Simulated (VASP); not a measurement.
# Sn2Te (P-3m1) in VASP: notebook

The runs below take Sn2Te through single point, with PBE.

All numbers are computed with VASP 6.6.1; they aren't measurements. Logs are shortened: lines on timing, memory, paths and dates and some standing lists are left out, and cuts for length are marked.

**1. The cell of the first run**

The structure is trigonal, space group P-3m1 (No. 164). The conventional cell has a = 4.065 Å, b = 4.065 Å, c = 6.461 Å, α = 90.00°, β = 90.00°, γ = 120.00°. Within 4.1 Å of Sn (site symmetry 3m) lie 3 Te at 3.13 Å and 9 Sn at 3.29 to 4.06 Å. Within 4.1 Å of Te (site symmetry -3m) lie 6 Sn at 3.13 Å and 6 Te at 4.06 Å.

The cell was generated, and may not be a known phase.

**2. Single point, PBE**

INCAR

```
SYSTEM = Sn2Te
PREC = Accurate
ENCUT = 520
EDIFF = 1E-7
ISMEAR = 0
SIGMA = 0.2
LREAL = .False.
LASPH = .True.
NELM = 60
ALGO = Normal
ISIF = 2
LWAVE = .False.
LCHARG = .False.
GGA = PE
NBANDS = 24
```

KPOINTS

```
Automatic mesh
0
Gamma
  6 6 3
  0 0 0
```

POSCAR

```
Sn2Te
1.0
    4.0648470758      0.0000000029      0.0000000000
   -2.0324235404      3.5202608287      0.0000000000
    0.0000000000      0.0000000000      6.4609613851
Sn Te
2 1
Direct
    0.6666666667      0.3333333333      0.8211589800
    0.3333333333      0.6666666667      0.1788410200
    0.0000000000      0.0000000000      0.5000000000
```

Potentials or basis: VASP PAW PBE potentials, release 64 (Sn_d, Te).

Started as:

```
$ cat potpaw_PBE.64/Sn_d/POTCAR potpaw_PBE.64/Te/POTCAR > POTCAR
$ mpirun -np 1 vasp_std > vasp.out
```

OUTCAR:

```text
SYSTEM = Sn2Te
   PREC = Accurate
   ENCUT = 520
   EDIFF = 1E-7
   ISMEAR = 0
   LREAL = .False.
   LASPH = .True.
   NELM = 60
   ISIF = 2
   GGA = PE

 ion  position               nearest neighbor table
   1  0.667  0.333  0.821-   3 3.13   3 3.13   3 3.13   2 3.29   2 3.29   2 3.29
   2  0.333  0.667  0.179-   3 3.13   3 3.13   3 3.13   1 3.29   1 3.29   1 3.29
   3  0.000  0.000  0.500-   1 3.13   2 3.13   1 3.13   2 3.13   1 3.13   2 3.13

  LATTYP: Found a hexagonal cell.
 ALAT       =     4.0648470758
 C/A-ratio  =     1.5894721904

  Lattice vectors:

 A1 = (   4.0648470758,   0.0000000029,   0.0000000000)
 A2 = (  -2.0324235404,   3.5202608287,   0.0000000000)
 A3 = (   0.0000000000,   0.0000000000,   6.4609613851)

Analysis of symmetry for initial positions (statically):
=====================================================================
 Subroutine PRICEL returns:
 Original cell was already a primitive cell.

 Routine SETGRP: Setting up the symmetry group for a
 hexagonal supercell.

 Subroutine GETGRP returns: Found 12 space group operations
 (whereof 12 operations were pure point group operations)
 out of a pool of 24 trial point group operations.

The static configuration has the point symmetry D_3d.

Analysis of symmetry for dynamics (positions and initial velocities):
=====================================================================
 Subroutine PRICEL returns:
 Original cell was already a primitive cell.

 Routine SETGRP: Setting up the symmetry group for a
 hexagonal supercell.

 Subroutine GETGRP returns: Found 12 space group operations
 (whereof 12 operations were pure point group operations)
 out of a pool of 24 trial point group operations.

The dynamic configuration has the point symmetry D_3d.

 Subroutine INISYM returns: Found 12 space group operations
 (whereof 12 operations are pure point group operations),
 and found     1 'primitive' translations

----------------------------------------------------------------------------------------

                                     Primitive cell

  volume of cell :      92.4520

  direct lattice vectors                    reciprocal lattice vectors
     4.064847076  0.000000003  0.000000000     0.246011715  0.142034930  0.000000000
[... 74 lines left out ...]
   ISPIN  =      1    spin polarized calculation?
   LNONCOLLINEAR =      F non collinear calculations
   LSORBIT =      F    spin-orbit coupling
   LASPH  =      T    aspherical Exc in radial PAW
   ENCUT  =  520.0 eV  38.22 Ry    6.18 a.u.   7.56  7.56 12.01*2*pi/ulx,y,z
   NELM   =     60;   NELMIN=  2; NELMDL= -5     # of ELM steps
   EDIFF  = 0.1E-06   stopping-criterion for ELM
   LREAL  =      F    real-space projection
   EDIFFG = 0.1E-05   stopping-criterion for IOM
   NSW    =      0    number of steps for IOM
   IBRION =     -1    ionic relax: 0-MD 1-quasi-New 2-CG
   NFREE  =      0    steps in history (QN), initial steepest desc. (CG)
   ISIF   =      2    stress and relaxation
   ISYM   =      2    0-nonsym 1-usesym 2-fastsym
   POTIM  = 0.5000    time-step for ionic-motion
   TEBEG  =    0.0;   TEEND  =   0.0 temperature during run
   PSTRESS=    0.0 pullay stress
   NELECT =      34.0000    total number of electrons
   NUPDOWN=      -1.0000    fix difference up-down
   EMIN   =  10.00;   EMAX   =-10.00  energy-range for DOS
   EFERMI =   0.00;   METHOD = LEGACY
   ISMEAR =     0;   SIGMA  =   0.20  broadening in eV -4-tet -1-fermi 0-gaus
   EFERMI_NEDOS =   21; number of points for ismear=-14 and -15
   IALGO  =     38    algorithm
   IMIX   =      4    mixing-type and parameters
     AMIX     =   0.40;   BMIX     =  1.00
     AMIX_MAG =   1.60;   BMIX_MAG =  1.00
  volume/ion in A,a.u.               =      30.82       207.97
  Fermi-wavevector in a.u.,A,eV,Ry     =   1.172904  2.216467 18.717581  1.375703
  Thomas-Fermi vector in A             =   2.309325
   LORBIT       =      0    0 simple, 1 ext, 2 COOP (PROOUT), +10 PAW based schemes
   GGA     = PE    functional components
   LHFCALC =     F    Hartree Fock is set to
   AEXX    =    0.0000 exact exchange contribution
   IVDW    =     0    specifies the selected vdW correction
   LEPSILON=     F    determine dielectric tensor
   LRPA    =     F    only Hartree local field effects (RPA)
 non-spin polarized calculation
 Gauss-broadening in eV      SIGMA  =   0.20
  energy-cutoff  :      520.00
  volume of cell :       92.45
 maximum number of plane-waves:      2511
   NGX = 15   NGY = 15   NGZ = 25

 number of electron      33.9999996 magnetization

 Free energy of the ion-electron system (eV)
  ---------------------------------------------------
  ext. energy  EPLUGINS =         0.00000000
  ---------------------------------------------------
  free energy    TOTEN  =       -10.89253984 eV

  energy without entropy =      -10.84933045  energy(sigma->0) =      -10.87093514

 E-fermi :   6.9291     XC(G=0):  -9.6547

 val. band max:        6.9193627395   @ k =   0.3333   0.3333   0.3333
 cond. band min:       7.0019831064   @ k =   0.3333   0.1667   0.3333
 fundamental gap:      0.0826203669
 Fermi energy:         6.9291386372

 k-point     1 :       0.0000    0.0000    0.0000
  band No.  band energies     occupation
      1     -14.8165      2.00000
      2     -14.8165      2.00000
      3     -14.7777      2.00000
      4     -14.7777      2.00000
      5     -14.7672      2.00000
      6     -14.7309      2.00000
[... 448 lines left out ...]
     23      14.2129      0.00000
     24      14.2129      0.00000

------------------------ aborting loop because EDIFF is reached ----------------------------------------

  FORCE on cell =-STRESS in cart. coord.  units (eV):
  Direction    XX          YY          ZZ          XY          YZ          ZX
  --------------------------------------------------------------------------------------
  -------------------------------------------------------------------------------------
  Total        0.4063861      0.4063861     -0.3665641      0.0000000     -0.0000000      0.0000000
  in kB        7.0426040      7.0426040     -6.3524950      0.0000000     -0.0000000      0.0000000
  external PRESSURE =       2.5775710 kB  Pullay stress =       0.0000000 kB

 VOLUME and BASIS-vectors are now :
 -----------------------------------------------------------------------------
  energy-cutoff  :      520.00
  volume of cell :       92.45
      direct lattice vectors                 reciprocal lattice vectors
     4.064847076  0.000000003  0.000000000     0.246011715  0.142034930  0.000000000
    -2.032423540  3.520260829  0.000000000    -0.000000000  0.284069860  0.000000000
     0.000000000  0.000000000  6.460961385     0.000000000  0.000000000  0.154775728

 POSITION                                       TOTAL-FORCE (eV/Angst)
 -----------------------------------------------------------------------------------
      2.03242      1.17342      5.30548         0.000000     -0.000000      0.051952
     -0.00000      2.34684      1.15548        -0.000000      0.000000     -0.051952
      0.00000      0.00000      3.23048         0.000000      0.000000      0.000000
 -----------------------------------------------------------------------------------
    total drift:                                0.000000     -0.000000      0.000000

  FREE ENERGIE OF THE ION-ELECTRON SYSTEM (eV)
  ---------------------------------------------------
  free  energy   TOTEN  =       -10.8925398446 eV

  energy  without entropy=      -10.8493304451  energy(sigma->0) =      -10.87093514
```

It took 16 s on 1 thread of Intel Xeon 6975P-C (Granite Rapids), shared host; peak memory 0.21 GiB.

What came out:

```yaml
Free_energy: -10.8925 eV
Pressure: 0.3 GPa
Largest_force: 0.052 eV/Å
Band_gap_on_the_k_mesh: zero (bands 17 and 18 overlap by 3.79 eV)
```

Forces in eV/Å, atoms in the order of the input:
```
Sn   0.000  0.000  0.052
Sn   0.000  0.000 -0.052
Te   0.000  0.000  0.000
```

Stress tensor (GPa, compression positive):
```
 0.70  0.00  0.00
 0.00  0.70  0.00
 0.00  0.00 -0.64
```

Caveat: spin-orbit coupling is left out, which moves the levels of the heavy elements.

**3. Single point, PBE**

This run uses another cell than the first one, of 31.11 Å³/atom.

INCAR

```
ALGO = Normal
EDIFF = 1E-6
ENCUT = 520
GGA = PE
ISIF = 2
ISMEAR = 0
LASPH = T
LCHARG = F
LREAL = F
LWAVE = F
NBANDS = 24
NELM = 100
PREC = Accurate
SIGMA = 0.2
```

KPOINTS

```
k-points
0
Gamma
  5 5 4
```

POSCAR

```
Sn2Te
1.0
    4.5017781938      0.0000000000      0.0000000000
   -2.2508890969      3.8986542780      0.0000000000
    0.0000000000      0.0000000000      5.3185131333
Sn Te
2 1
Direct
    0.3333333333      0.6666666667      0.3522884923
    0.6666666667      0.3333333333      0.6477115077
    0.0000000000      0.0000000000      0.0000000000
```

Potentials or basis: VASP PAW PBE potentials, release 64 (Sn_d, Te).

Started as:

```
$ cat potpaw_PBE.64/Sn_d/POTCAR potpaw_PBE.64/Te/POTCAR > POTCAR
$ mpirun -np 1 vasp_std > vasp.out
```

OUTCAR:

```text
EDIFF = 1E-6
   ENCUT = 520
   GGA = PE
   ISIF = 2
   ISMEAR = 0
   LASPH = T
   LREAL = F
   NELM = 100
   PREC = Accurate

 ion  position               nearest neighbor table
   1  0.333  0.667  0.352-   2 3.04   2 3.04   2 3.04   3 3.20   3 3.20   3 3.20
   2  0.667  0.333  0.648-   1 3.04   1 3.04   1 3.04   3 3.20   3 3.20   3 3.20
   3  0.000  0.000  0.000-   1 3.20   2 3.20   1 3.20   2 3.20   2 3.20   1 3.20

  LATTYP: Found a hexagonal cell.
 ALAT       =     4.5017781938
 C/A-ratio  =     1.1814249624

  Lattice vectors:

 A1 = (   4.5017781938,   0.0000000000,   0.0000000000)
 A2 = (  -2.2508890969,   3.8986542780,   0.0000000000)
 A3 = (   0.0000000000,   0.0000000000,   5.3185131333)

Analysis of symmetry for initial positions (statically):
=====================================================================
 Subroutine PRICEL returns:
 Original cell was already a primitive cell.

 Routine SETGRP: Setting up the symmetry group for a
 hexagonal supercell.

 Subroutine GETGRP returns: Found 12 space group operations
 (whereof 12 operations were pure point group operations)
 out of a pool of 24 trial point group operations.

The static configuration has the point symmetry D_3d.

Analysis of symmetry for dynamics (positions and initial velocities):
=====================================================================
 Subroutine PRICEL returns:
 Original cell was already a primitive cell.

 Routine SETGRP: Setting up the symmetry group for a
 hexagonal supercell.

 Subroutine GETGRP returns: Found 12 space group operations
 (whereof 12 operations were pure point group operations)
 out of a pool of 24 trial point group operations.

The dynamic configuration has the point symmetry D_3d.

 Subroutine INISYM returns: Found 12 space group operations
 (whereof 12 operations are pure point group operations),
 and found     1 'primitive' translations

----------------------------------------------------------------------------------------

                                     Primitive cell

  volume of cell :      93.3446

  direct lattice vectors                    reciprocal lattice vectors
     4.501778194  0.000000000  0.000000000     0.222134445  0.128249382  0.000000000
    -2.250889097  3.898654278  0.000000000     0.000000000  0.256498763  0.000000000
     0.000000000  0.000000000  5.318513133     0.000000000  0.000000000  0.188022475

  length of vectors
     4.501778194  4.501778194  5.318513133     0.256498763  0.256498763  0.188022475

  position of ions in fractional coordinates (direct lattice)
     0.333333333  0.666666667  0.352288492
     0.666666667  0.333333333  0.647711508
     0.000000000  0.000000000  0.000000000

  ion indices of the primitive-cell ions
   primitive index   ion index
                 1           1
                 2           2
                 3           3

----------------------------------------------------------------------------------------

 KPOINTS: k-points

Automatic generation of k-mesh.
 Grid dimensions read from file:
 generate k-points for:    5    5    4

 Generating k-lattice:

  Cartesian coordinates                     Fractional coordinates (reciprocal lattice)
     0.044426889  0.025649876  0.000000000     0.200000000  0.000000000  0.000000000
     0.000000000  0.051299753  0.000000000     0.000000000  0.200000000  0.000000000
     0.000000000  0.000000000  0.047005619     0.000000000  0.000000000  0.250000000

  Length of vectors
     0.051299753  0.051299753  0.047005619

  Shift w.r.t. Gamma in fractional coordinates (k-lattice)
     0.000000000  0.000000000  0.000000000

 Subroutine IBZKPT returns following result:
 ===========================================

 Found     17 irreducible k-points:

 Following reciprocal coordinates:
            Coordinates               Weight
  0.000000  0.000000  0.000000      1.000000
  0.200000  0.000000  0.000000      6.000000
  0.400000  0.000000  0.000000      6.000000
  0.200000  0.200000  0.000000      6.000000
  0.400000  0.200000  0.000000      6.000000
  0.000000  0.000000  0.250000      2.000000
[... 9 lines left out ...]
  0.200000  0.200000  0.500000      6.000000
  0.400000  0.200000  0.500000      6.000000
   k-points           NKPTS =     17   k-points in BZ     NKDIM =     17   number of bands    NBANDS=     24
   number of dos      NEDOS =    301   number of ions     NIONS =      3
   total plane-waves  NPLWV =  51840
   dimension x,y,z NGX =    36 NGY =   36 NGZ =   40
   dimension x,y,z NGXF=    72 NGYF=   72 NGZF=   80
   ions per type =               2   1
   NGX,Y,Z   is equivalent  to a cutoff of  13.29, 13.29, 12.50 a.u.
   NGXF,Y,Z  is equivalent  to a cutoff of  26.59, 26.59, 25.01 a.u.
 SYSTEM =  unknown system
   PREC   = accura    normal or accurate (medium, high low for compatibility)
   ISTART =      0    job   : 0-new  1-cont  2-samecut
   ICHARG =      2    charge: 1-file 2-atom 10-const
   ISPIN  =      1    spin polarized calculation?
   LNONCOLLINEAR =      F non collinear calculations
   LSORBIT =      F    spin-orbit coupling
   LASPH  =      T    aspherical Exc in radial PAW
   ENCUT  =  520.0 eV  38.22 Ry    6.18 a.u.   8.37  8.37  9.89*2*pi/ulx,y,z
   NELM   =    100;   NELMIN=  2; NELMDL= -5     # of ELM steps
   EDIFF  = 0.1E-05   stopping-criterion for ELM
   LREAL  =      F    real-space projection
[... 7 lines left out ...]
   TEBEG  =    0.0;   TEEND  =   0.0 temperature during run
   PSTRESS=    0.0 pullay stress
   NELECT =      34.0000    total number of electrons
   NUPDOWN=      -1.0000    fix difference up-down
   EMIN   =  10.00;   EMAX   =-10.00  energy-range for DOS
   EFERMI =   0.00;   METHOD = LEGACY
   ISMEAR =     0;   SIGMA  =   0.20  broadening in eV -4-tet -1-fermi 0-gaus
   EFERMI_NEDOS =   21; number of points for ismear=-14 and -15
   IALGO  =     38    algorithm
   IMIX   =      4    mixing-type and parameters
     AMIX     =   0.40;   BMIX     =  1.00
     AMIX_MAG =   1.60;   BMIX_MAG =  1.00
  volume/ion in A,a.u.               =      31.11       209.97
  Fermi-wavevector in a.u.,A,eV,Ry     =   1.169153  2.209379 18.598067  1.366919
  Thomas-Fermi vector in A             =   2.305630
   LORBIT       =      0    0 simple, 1 ext, 2 COOP (PROOUT), +10 PAW based schemes
   GGA     = PE    functional components
   LHFCALC =     F    Hartree Fock is set to
   AEXX    =    0.0000 exact exchange contribution
   IVDW    =     0    specifies the selected vdW correction
   LEPSILON=     F    determine dielectric tensor
   LRPA    =     F    only Hartree local field effects (RPA)
 non-spin polarized calculation
 Gauss-broadening in eV      SIGMA  =   0.20
  energy-cutoff  :      520.00
  volume of cell :       93.34
 maximum number of plane-waves:      2564
 NGX is ok and might be reduce to    36
   NGX = 17   NGY = 17   NGZ = 19

 number of electron      34.0000010 magnetization

 Free energy of the ion-electron system (eV)
  ---------------------------------------------------
  ext. energy  EPLUGINS =         0.00000000
  ---------------------------------------------------
  free energy    TOTEN  =       -10.94286412 eV

  energy without entropy =      -10.91486744  energy(sigma->0) =      -10.92886578

 E-fermi :   6.6954     XC(G=0):  -9.5698

 val. band max:        6.6511605294   @ k =   0.0000   0.0000   0.0000
 cond. band min:       6.7626799547   @ k =   0.2000   0.2000   0.0000
 fundamental gap:      0.1115194253
 Fermi energy:         6.6954206254

 k-point     1 :       0.0000    0.0000    0.0000
  band No.  band energies     occupation
      1     -14.9700      2.00000
      2     -14.9700      2.00000
      3     -14.8841      2.00000
      4     -14.8696      2.00000
      5     -14.8696      2.00000
      6     -14.7879      2.00000
[... 16 lines left out ...]
     23      12.9496      0.00000
     24      13.7106      0.00000

 k-point     2 :       0.2000    0.0000    0.0000
  band No.  band energies     occupation
      1     -14.9678      2.00000
      2     -14.9519      2.00000
      3     -14.8800      2.00000
      4     -14.8648      2.00000
      5     -14.8567      2.00000
      6     -14.7920      2.00000
[... 397 lines left out ...]
 k-point    17 :       0.4000    0.2000    0.5000
  band No.  band energies     occupation
      1     -14.9604      2.00000
      2     -14.8870      2.00000
      3     -14.8594      2.00000
      4     -14.8494      2.00000
      5     -14.8243      2.00000
      6     -14.8036      2.00000
[... 16 lines left out ...]
     23      13.2826      0.00000
     24      13.7259      0.00000

------------------------ aborting loop because EDIFF is reached ----------------------------------------

  FORCE on cell =-STRESS in cart. coord.  units (eV):
  Direction    XX          YY          ZZ          XY          YZ          ZX
  --------------------------------------------------------------------------------------
  -------------------------------------------------------------------------------------
  Total       -0.1901490     -0.1901490     -0.1632319      0.0000000     -0.0000000      0.0000000
  in kB       -3.2637410     -3.2637410     -2.8017314      0.0000000     -0.0000000      0.0000000
  external PRESSURE =      -3.1097378 kB  Pullay stress =       0.0000000 kB

 VOLUME and BASIS-vectors are now :
 -----------------------------------------------------------------------------
  energy-cutoff  :      520.00
  volume of cell :       93.34
      direct lattice vectors                 reciprocal lattice vectors
     4.501778194  0.000000000  0.000000000     0.222134445  0.128249382  0.000000000
    -2.250889097  3.898654278  0.000000000     0.000000000  0.256498763  0.000000000
     0.000000000  0.000000000  5.318513133     0.000000000  0.000000000  0.188022475

 POSITION                                       TOTAL-FORCE (eV/Angst)
 -----------------------------------------------------------------------------------
     -0.00000      2.59910      1.87365         0.000000      0.000000     -0.002439
      2.25089      1.29955      3.44486        -0.000000      0.000000      0.002439
      0.00000      0.00000      0.00000        -0.000000      0.000000     -0.000000
 -----------------------------------------------------------------------------------
    total drift:                                0.000000     -0.000000     -0.000000

  FREE ENERGIE OF THE ION-ELECTRON SYSTEM (eV)
  ---------------------------------------------------
  free  energy   TOTEN  =       -10.9428641171 eV

  energy  without entropy=      -10.9148674384  energy(sigma->0) =      -10.92886578
```

stdout:

```text
POSCAR found type information on POSCAR SnTe
 POSCAR found :  2 types and       3 ions
 scaLAPACK will be used
 LDA part: xc-table for (Slater+PW92), standard interpolation
 POSCAR, INCAR and KPOINTS ok, starting setup
 FFT: planning ... GRIDC
 FFT: planning ... GRID_SOFT
 FFT: planning ... GRID
 WAVECAR not read
 entering main loop
```

Wall time 13 s (1 thread of Intel Xeon 6975P-C (Granite Rapids), shared host); peak memory 0.22 GiB.

Results:

```
Free energy            : -10.9429 eV
Pressure               : -0.3 GPa
Band gap on the k mesh : zero (bands 17 and 18 overlap by 1.69 eV)
```

Forces on the atoms (eV/Å):
```
Sn   0.000  0.000 -0.002
Sn   0.000  0.000  0.002
Te   0.000  0.000  0.000
```

Levels at points of the mesh, in eV from the Fermi level:
| k point | band 14 | band 15 | band 16 | band 17 | band 18 | band 19 | band 20 | band 21 |
| --- | --- | --- | --- | --- | --- | --- | --- | --- |
| (0.00, 0.00, 0.00) | -1.92 | -1.92 | -0.15 | -0.15 | -0.04 | 0.40 | 3.41 | 4.03 |
| (0.00, 0.00, 0.50) | -1.86 | -1.86 | -1.43 | 0.72 | 0.72 | 1.71 | 1.89 | 1.89 |

Caveat: spin-orbit coupling is left out, which moves the levels of the heavy elements.

The gap in the log of VASP goes by the Fermi energy; the results here count the filled bands.